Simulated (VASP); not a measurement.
# In3GaSb2N2: relaxation of cell and atoms with PBE

Crystal: In3GaSb2N2.

```
CELL_PARAMETERS angstrom
6.36000 0.00000 0.00000
0.00000 3.89500 0.00000
0.00000 0.00000 6.75000
ATOMIC_POSITIONS crystal
In 0.50000 0.50000 0.83330
In 0.00000 0.50000 0.50000
In 0.50000 0.00000 0.33330
Ga 0.00000 0.00000 0.00000
Sb 0.37500 0.50000 0.50000
Sb 0.87500 0.00000 0.33330
N 0.37500 0.00000 0.00000
N 0.87500 0.50000 0.83330
```

| Property | Result |
| --- | --- |
| Program | VASP 6.6.1 |
| Task | relaxation of cell and atoms |
| Functional | PBE |
| Potentials or basis | VASP PAW PBE potentials, release 64 (In_d, Ga_d, Sb, N) |
| Cutoff | 600 eV |
| k mesh | 2 × 3 × 2 |
| Occupations | gaussian, width 0.15 eV |
| Spin | no spin polarisation |
| Dipole correction | no |
| Further INCAR settings | ALGO = Normal; EDIFF = 1e-07; IBRION = 2; EDIFFG = -0.08; NSW = 36; ISIF = 3 |

```
Relaxed volume                        : 21.86 Å³/atom
Relaxed cell                          : a = 5.766 Å, b = 3.355 Å, c = 9.043 Å, α = 90.00°, β = 91.64°, γ = 90.00°
Space group after relaxing (to 0.1 Å) : Pm (No. 6)
Energy gained by relaxing             : 1233.6 meV/atom
Ionic steps                           : 33
Pressure after relaxing               : 0.0 GPa
Largest force after relaxing          : 0.078 eV/Å
Band gap on the k mesh                : zero (bands 36 and 37 overlap by 2.05 eV)
```

Forces on the atoms (eV/Å):
```
In  -0.019  0.000  0.005
In   0.041  0.000  0.033
In  -0.031  0.000 -0.025
Ga  -0.077  0.000  0.006
Sb   0.024  0.000  0.014
Sb   0.013  0.000  0.027
N    0.045  0.000 -0.064
N    0.004  0.000  0.004
```

Stress tensor (GPa, compression positive):
```
 0.08  0.00  0.04
 0.00 -0.04  0.00
 0.04  0.00  0.05
```

Step by step:
| step | energy change (eV) | largest force (eV/Å) | pressure (GPa) | volume (Å³) |
| --- | --- | --- | --- | --- |
| 1 | 0.0000 | 6.6910 | 24.50 | 167.21 |
| 2 | -4.4218 | 1.1745 | -7.89 | 256.91 |
| 3 | -5.3646 | 2.2934 | -3.85 | 220.76 |
| 4 | -5.3652 | 2.3455 | -3.61 | 219.59 |
| 5 | -6.2496 | 1.4308 | -2.23 | 207.81 |
| 6 | -6.5798 | 2.2782 | 0.67 | 196.61 |
| 7 | -7.1515 | 1.5239 | 0.65 | 191.00 |
| 8 | -7.8178 | 1.4922 | 3.75 | 173.05 |
| 9 | -8.3695 | 1.1460 | -0.89 | 179.83 |
| 10 | -8.3754 | 1.1384 | -1.31 | 180.70 |
| 11 | -8.6090 | 0.9609 | -0.30 | 177.26 |
| 12 | -8.7608 | 1.8739 | 1.53 | 172.53 |
| 13 | -8.9320 | 1.3002 | 0.97 | 173.30 |
| 14 | -9.1485 | 0.8193 | -0.46 | 175.27 |
| 15 | -9.3334 | 0.9158 | -0.73 | 175.31 |
| 16 | -9.1961 | 2.1272 | -0.06 | 174.80 |
| 17 | -9.4325 | 1.2297 | -0.87 | 175.24 |
| 18 | -9.4395 | 1.3468 | -0.86 | 175.20 |
| 19 | -9.5811 | 0.9543 | -0.07 | 173.59 |
| 20 | -9.6704 | 0.7657 | 1.63 | 170.90 |
| 21 | -9.7413 | 0.4557 | 0.22 | 173.90 |
| 22 | -9.7494 | 0.5075 | -0.37 | 175.36 |
| 23 | -9.7879 | 0.4102 | -0.36 | 175.41 |
| 24 | -9.8257 | 0.3810 | -0.21 | 175.50 |
| 25 | -9.8451 | 0.2254 | 0.15 | 174.68 |
| 26 | -9.8451 | 0.2193 | 0.18 | 174.63 |
| 27 | -9.8555 | 0.1503 | -0.07 | 175.26 |
| 28 | -9.8581 | 0.1594 | -0.25 | 175.75 |
| 29 | -9.8633 | 0.1277 | 0.10 | 174.86 |
| 30 | -9.8639 | 0.1128 | 0.28 | 174.43 |
| 31 | -9.8671 | 0.1067 | -0.12 | 175.17 |
| 32 | -9.8671 | 0.1064 | -0.13 | 175.19 |
| 33 | -9.8687 | 0.0781 | 0.03 | 174.90 |

Final structure:
```
In Ga Sb N
1.0
     5.76509    0.00000   -0.11551
     0.00000    3.35535    0.00000
    -0.07758    0.00000    9.04308
In Ga Sb N
3 1 2 2
Direct
  0.52286 0.50000 0.87856
  0.92759 0.50000 0.60933
  0.41802 0.00000 0.23503
  0.02586 0.00000 0.95446
  0.42265 0.50000 0.56300
  0.91480 0.00000 0.24568
  0.36359 0.00000 0.98547
  0.90463 0.50000 0.86167
```

Levels at points of the mesh, in eV from the Fermi level:
```
           k point  band 33  band 34  band 35  band 36  band 37  band 38  band 39  band 40
(0.00, 0.00, 0.00)    -1.84    -1.31    -1.07    -0.83     2.29     3.14     3.58     3.82
(0.50, 0.00, 0.00)    -1.46    -1.40     1.46     1.54     1.96     2.44     3.41     3.63
(0.00, 0.00, 0.50)    -1.72    -1.07    -0.48     0.24     1.56     2.28     3.05     3.92
(0.50, 0.00, 0.50)    -0.71    -0.48     1.23     1.54     1.79     2.37     3.10     3.31
```

It took 45 min on 1 thread of Intel(R) Xeon(R) Platinum 8375C CPU @ 2.90GHz (Ice Lake), on a shared host, peak memory 0.36 GiB.

Caveat: the k points lie up to 0.62 Å⁻¹ apart in the final cell, too coarse for converged energies and pressures of a metal; a cell axis changed by over 15 % at a fixed basis, so the end point is rough; spin-orbit coupling is left out, which moves the levels of the heavy elements; the relaxation stopped at a loose force limit of 0.08 eV/Å, so its end isn't a converged minimum.
